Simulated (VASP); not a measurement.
Crystal: AlN.

```
Al N
1.0
     2.83285    0.00000    0.00000
    -1.41643    2.45332    0.00000
     0.00000    0.00000    4.84101
Al N
2 2
Direct
  0.00000 0.00000 0.00000
  0.00000 0.00000 0.50000
  0.33333 0.66667 0.25000
  0.66667 0.33333 0.75000
```

Program: VASP 6.6.1. Alike in all runs: task single point; potentials or basis VASP PAW PBE potentials, release 64 (Al, N); no spin polarisation; cell as given; cutoff (eV) 520; smearing gaussian 0.01 eV.

Task: Order these runs on this cell by their band gap on the k mesh, lowest first.
A. level r2SCAN; k mesh 12 × 12 × 6
B. level PBE; k mesh 12 × 12 × 6
C. level r2SCAN; k mesh 9 × 9 × 4

Result: B (4.91 eV), A (5.69 eV), C (5.88 eV).

Caveats: an odd mesh through Γ misses points on the zone boundary, where band edges can lie (at least some runs).

A k mesh can miss the band edges, odd and even meshes differently.
